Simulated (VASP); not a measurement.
# HPt6 in VASP: a series of runs, part 3 of 3

VASP 6.6.1. The steps go on from the part before.

## (5) Single point, PBE

INCAR reads:

```
ALGO = Normal ; DIPOL = 0.5 0.5 0.310
EDIFF = 1E-7 ; ENCUT = 520
GGA = PE ; IDIPOL = 3
ISIF = 2 ; ISMEAR = 0
LASPH = True ; LCHARG = False
LDIPOL = True ; LREAL = False
LWAVE = False ; NBANDS = 74
NELM = 80 ; PREC = Accurate
SIGMA = 0.1
```

KPOINTS reads:

```
k-points
0
Gamma
  6 6 1
```

POSCAR reads:

```
HPt6
1.0
    5.6143281343      0.0000000000      0.0000000000
   -2.8071640672      4.8621507895      0.0000000000
    0.0000000000      0.0000000000     22.6192653717
Pt H
12 2
Direct
    0.3333333333      0.1666666667      0.1768404028
    0.3333333333      0.6666666667      0.1768404028
    0.8333333333      0.1666666667      0.1768404028
    0.8333333333      0.6666666667      0.1768404028
    0.1666666667      0.3333333333      0.2789526245
    0.1666666667      0.8333333333      0.2789526245
    0.6666666667      0.3333333333      0.2789526245
    0.6666666667      0.8333333333      0.2789526245
    0.0000000000      0.0000000000      0.3810585901
    0.0000000000      0.5000000000      0.3810585901
    0.5000000000      0.0000000000      0.3810585901
    0.5000000000      0.5000000000      0.3810585901
    0.1892758446      0.3785516892      0.4960048519
    0.3107241554      0.6214483108      0.4960048519
```

Potentials or basis: VASP PAW PBE potentials, release 64 (Pt, H).

Run with:

```bash
> cat potpaw_PBE.64/Pt/POTCAR potpaw_PBE.64/H/POTCAR > POTCAR
> mpirun -np 1 vasp_std > vasp.out
```

OUTCAR:

```text
EDIFF = 1E-7
   ENCUT = 520
   GGA = PE
   ISIF = 2
   ISMEAR = 0
   LASPH = True
   LREAL = False
   NELM = 80
   PREC = Accurate

 ion  position               nearest neighbor table
   1  0.333  0.167  0.177-   4 2.81   4 2.81   3 2.81   3 2.81   2 2.81   2 2.81   5 2.82   7 2.82
                             6 2.82
   2  0.333  0.667  0.177-   3 2.81   3 2.81   4 2.81   4 2.81   1 2.81   1 2.81   6 2.82   8 2.82
                             5 2.82
   3  0.833  0.167  0.177-   2 2.81   2 2.81   1 2.81   1 2.81   4 2.81   4 2.81   7 2.82   5 2.82
                             8 2.82
   4  0.833  0.667  0.177-   1 2.81   1 2.81   2 2.81   2 2.81   3 2.81   3 2.81   8 2.82   6 2.82
                             7 2.82
   5  0.167  0.333  0.279-   8 2.81   8 2.81   7 2.81   7 2.81   6 2.81   6 2.81  12 2.82   9 2.82
                            10 2.82   1 2.82   3 2.82   2 2.82
   6  0.167  0.833  0.279-   7 2.81   7 2.81   8 2.81   8 2.81   5 2.81   5 2.81  11 2.82  10 2.82
                             9 2.82   2 2.82   4 2.82   1 2.82
   7  0.667  0.333  0.279-   6 2.81   6 2.81   5 2.81   5 2.81   8 2.81   8 2.81  10 2.82  11 2.82
                            12 2.82   3 2.82   1 2.82   4 2.82
   8  0.667  0.833  0.279-   5 2.81   5 2.81   6 2.81   6 2.81   7 2.81   7 2.81   9 2.82  12 2.82
                            11 2.82   4 2.82   2 2.82   3 2.82
   9  0.000  0.000  0.381-  12 2.81  12 2.81  11 2.81  11 2.81  10 2.81  10 2.81   8 2.82   5 2.82
                             6 2.82
  10  0.000  0.500  0.381-  11 2.81  11 2.81  12 2.81  12 2.81   9 2.81   9 2.81   7 2.82   6 2.82
                             5 2.82
  11  0.500  0.000  0.381-  10 2.81  10 2.81   9 2.81   9 2.81  12 2.81  12 2.81   6 2.82   7 2.82
                             8 2.82
  12  0.500  0.500  0.381-   9 2.81   9 2.81  10 2.81  10 2.81  11 2.81  11 2.81   5 2.82   8 2.82
                             7 2.82
  13  0.189  0.379  0.496-
  14  0.311  0.621  0.496-

  LATTYP: Found a hexagonal cell.
 ALAT       =     5.6143281343
 C/A-ratio  =     4.0288463429

  Lattice vectors:

 A1 = (   5.6143281343,   0.0000000000,   0.0000000000)
 A2 = (  -2.8071640672,   4.8621507895,   0.0000000000)
 A3 = (   0.0000000000,   0.0000000000,  22.6192653717)

Analysis of symmetry for initial positions (statically):
=====================================================================
 Subroutine PRICEL returns:
 Original cell was already a primitive cell.

 Routine SETGRP: Setting up the symmetry group for a
 hexagonal supercell.

 Subroutine GETGRP returns: Found  2 space group operations
 (whereof  2 operations were pure point group operations)
 out of a pool of 24 trial point group operations.

The static configuration has the point symmetry C_1h.

Analysis of symmetry for dynamics (positions and initial velocities):
=====================================================================
 Subroutine PRICEL returns:
 Original cell was already a primitive cell.

 Routine SETGRP: Setting up the symmetry group for a
 hexagonal supercell.

 Subroutine GETGRP returns: Found  2 space group operations
 (whereof  2 operations were pure point group operations)
 out of a pool of 24 trial point group operations.

The dynamic configuration has the point symmetry C_1h.

 Subroutine INISYM returns: Found  2 space group operations
 (whereof  2 operations are pure point group operations),
 and found     1 'primitive' translations

[... 105 lines left out ...]
   NELM   =     80;   NELMIN=  2; NELMDL= -5     # of ELM steps
   EDIFF  = 0.1E-06   stopping-criterion for ELM
   LREAL  =      F    real-space projection
   EDIFFG = 0.1E-05   stopping-criterion for IOM
   NSW    =      0    number of steps for IOM
   IBRION =     -1    ionic relax: 0-MD 1-quasi-New 2-CG
   NFREE  =      0    steps in history (QN), initial steepest desc. (CG)
   ISIF   =      2    stress and relaxation
   ISYM   =      2    0-nonsym 1-usesym 2-fastsym
   POTIM  = 0.5000    time-step for ionic-motion
   TEBEG  =    0.0;   TEEND  =   0.0 temperature during run
   PSTRESS=    0.0 pullay stress
   NELECT =     122.0000    total number of electrons
   NUPDOWN=      -1.0000    fix difference up-down
   EMIN   =  10.00;   EMAX   =-10.00  energy-range for DOS
   EFERMI =   0.00;   METHOD = LEGACY
   ISMEAR =     0;   SIGMA  =   0.10  broadening in eV -4-tet -1-fermi 0-gaus
   EFERMI_NEDOS =   21; number of points for ismear=-14 and -15
   IALGO  =     38    algorithm
   IMIX   =      4    mixing-type and parameters
     AMIX     =   0.40;   BMIX     =  1.00
     AMIX_MAG =   1.60;   BMIX_MAG =  1.00
  volume/ion in A,a.u.               =      44.10       297.63
  Fermi-wavevector in a.u.,A,eV,Ry     =   0.953513  1.801878 12.370236  0.909187
  Thomas-Fermi vector in A             =   2.082175
   LORBIT       =      0    0 simple, 1 ext, 2 COOP (PROOUT), +10 PAW based schemes
   GGA     = PE    functional components
   LHFCALC =     F    Hartree Fock is set to
   AEXX    =    0.0000 exact exchange contribution
   IVDW    =     0    specifies the selected vdW correction
   LEPSILON=     F    determine dielectric tensor
   LRPA    =     F    only Hartree local field effects (RPA)
 non-spin polarized calculation
 Gauss-broadening in eV      SIGMA  =   0.10
  energy-cutoff  :      520.00
  volume of cell :      617.45
 maximum number of plane-waves:     16729
 NGX is ok and might be reduce to    42
   NGX = 21   NGY = 21   NGZ = 85

 dipolmoment           0.000000      0.000000      0.008640 electrons x Angstroem

 number of electron     121.9999985 magnetization

 dipolmoment           0.000000      0.000000     -0.048086 electrons x Angstroem

 Free energy of the ion-electron system (eV)
  ---------------------------------------------------
  ext. energy  EPLUGINS =         0.00000000
  ---------------------------------------------------
  free energy    TOTEN  =       -73.31754699 eV

  energy without entropy =      -73.15400271  energy(sigma->0) =      -73.23577485

 E-fermi :  -0.7101     XC(G=0):  -5.0618

 val. band max:       -0.7106477496   @ k =   0.0000   0.0000   0.0000
 cond. band min:      -0.7094228701   @ k =   0.0000   0.0000   0.0000
 fundamental gap:      0.0012248795
 Fermi energy:        -0.7100597339

 k-point     1 :       0.0000    0.0000    0.0000
  band No.  band energies     occupation
      1      -9.5090      2.00000
      2      -7.8072      2.00000
      3      -7.3076      2.00000
      4      -6.8974      2.00000
      5      -6.8962      2.00000
      6      -6.8949      2.00000
[... 977 lines left out ...]
     72       4.2338      0.00000
     73       4.3700      0.00000
 [bands above 73 left out]

------------------------ aborting loop because EDIFF is reached ----------------------------------------

 vacuum level on the upper side and lower side of the slab       (xc-potential included)        -0.216         0.081

  FORCE on cell =-STRESS in cart. coord.  units (eV):
  Direction    XX          YY          ZZ          XY          YZ          ZX
  --------------------------------------------------------------------------------------
  -------------------------------------------------------------------------------------
  Total      -18.8837319    -23.9171115     -0.6382002      0.0000000     -0.0184199      0.0000000
  in kB      -48.9997311    -62.0604041     -1.6560094      0.0000000     -0.0477963      0.0000000
  external PRESSURE =     -37.5720482 kB  Pullay stress =       0.0000000 kB

 VOLUME and BASIS-vectors are now :
 -----------------------------------------------------------------------------
  energy-cutoff  :      520.00
  volume of cell :      617.45
      direct lattice vectors                 reciprocal lattice vectors
     5.614328134  0.000000000  0.000000000     0.178115703  0.102835149  0.000000000
    -2.807164067  4.862150790  0.000000000     0.000000000  0.205670298  0.000000000
     0.000000000  0.000000000 22.619265372     0.000000000  0.000000000  0.044210101

 POSITION                                       TOTAL-FORCE (eV/Angst)
 -----------------------------------------------------------------------------------
      1.40358      0.81036      4.00000        -0.011015     -0.001519      0.031518
     -0.00000      3.24143      4.00000         0.000000     -0.005204      0.027404
      4.21075      0.81036      4.00000         0.011015     -0.001519      0.031518
      2.80716      3.24143      4.00000        -0.000000      0.015837      0.023805
      0.00000      1.62072      6.30970         0.000000     -0.015425     -0.049173
     -1.40358      4.05179      6.30970         0.006429     -0.001572     -0.002009
      2.80716      1.62072      6.30970        -0.000000      0.010865     -0.048449
      1.40358      4.05179      6.30970        -0.006429     -0.001572     -0.002009
      0.00000      0.00000      8.61927         0.000000     -0.006690     -0.008715
     -1.40358      2.43108      8.61927        -0.008875      0.014242      0.031718
      2.80716      0.00000      8.61927         0.000000     -0.021223     -0.004036
      1.40358      2.43108      8.61927         0.008875      0.014242      0.031718
     -0.00000      1.84058     11.21927        -0.000000      4.281215     -0.031151
     -0.00000      3.02158     11.21927         0.000000     -4.281675     -0.032138
 -----------------------------------------------------------------------------------
    total drift:                               -0.000000      0.000025      0.000014

  FREE ENERGIE OF THE ION-ELECTRON SYSTEM (eV)
  ---------------------------------------------------
  free  energy   TOTEN  =       -73.3175469924 eV

  energy  without entropy=      -73.1540027105  energy(sigma->0) =      -73.23577485

 vacuum level on the upper side and lower side of the slab         4.758         5.068
```

Wall time 66 min (1 thread of Intel Xeon 8259CL, shared host); peak memory 0.9 GiB.

What came out:

* Free energy: -73.3175 eV
* Largest force: 4.282 eV/Å
* Band gap on the k mesh: zero (bands 61 and 62 overlap by 0.76 eV)

Forces on the atoms (eV/Å):
```
Pt  -0.011 -0.002  0.032
Pt   0.000 -0.005  0.027
Pt   0.011 -0.002  0.032
Pt   0.000  0.016  0.024
Pt   0.000 -0.015 -0.049
Pt   0.006 -0.002 -0.002
Pt   0.000  0.011 -0.048
Pt  -0.006 -0.002 -0.002
Pt   0.000 -0.007 -0.009
Pt  -0.009  0.014  0.032
Pt   0.000 -0.021 -0.004
Pt   0.009  0.014  0.032
H    0.000  4.281 -0.031
H    0.000 -4.282 -0.032
```

Levels at points of the mesh, in eV from the Fermi level:
```
           k point  band 59  band 60  band 61  band 62  band 63  band 64
(0.00, 0.00, 0.00)     0.54     0.54     0.55     0.59     0.59     0.59
(0.50, 0.00, 0.00)    -0.43    -0.12    -0.10     0.03     0.03     0.27
(0.00, 0.50, 0.00)    -0.43    -0.13    -0.10     0.03     0.04     0.27
```

Caveat: spin-orbit coupling is left out, which moves the levels of the heavy elements.

## (6) Summary

```csv
cell,gap on the mesh (eV),largest force (eV/Å)
"as given, atomic positions A",none,4.99
"as given, atomic positions B",none,2.14
"as given, atomic positions C",none,11.01
"as given, atomic positions D",none,4.28
```

Alike in all rows: task single point; level PBE; potentials or basis VASP PAW PBE potentials, release 64 (Pt, H); no spin polarisation; k mesh 6 × 6 × 1; cutoff (eV) 520; smearing gaussian 0.1 eV.

Caveats: spin-orbit coupling is left out, which moves the levels of the heavy elements.

Total energies depend on the potentials used, so only differences within one code and one set of settings carry meaning.
